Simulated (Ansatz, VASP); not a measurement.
One calculation of Zr2Br, two programs

```
Zr Br
1.0
     0.00000    3.56799    3.56799
     3.56799    0.00000    3.56799
     3.56799    3.56799    0.00000
Zr Br
2 1
Direct
  0.75000 0.75000 0.75000
  0.25000 0.25000 0.25000
  0.00000 0.00000 0.00000
```

Change from the starting cell: species swapped into the Ca2Pb type (Fm-3m, No. 225).

Alike in both runs: task relaxation of cell and atoms; functional PBE; k mesh 4 × 4 × 4; occupations gaussian, width 0.1 eV; no spin polarisation.

```csv
,VASP,Ansatz
version,VASP 6.6.1,Ansatz 0.2.0
potentials or method,"VASP PAW PBE potentials, release 64 (Zr_sv, Br), cutoff 600 eV","scalar-relativistic, plane waves, PAW"
valence electrons in the cell,31,31
```

Ansatz gave:

```
gap on the k mesh at the Fermi level, each at its own relaxed structure (eV) : none
relaxed volume (Å³/atom)                                                     : 23.35
relaxed cell length with the largest relative difference (Å)                 : 4.627
```

Task: Which values does VASP return?

Result: gap on the k mesh at the Fermi level, each at its own relaxed structure (eV): none; relaxed volume (Å³/atom): 23.26; relaxed cell length with the largest relative difference (Å): 4.621.

A gap of «none» marks a metal or a gap that the smearing closes.

The k mesh is coarse, so the values compare programs but aren't converged. Noted on VASP's run: the volume moved by over 15 % at a fixed basis, so the end points are rough.
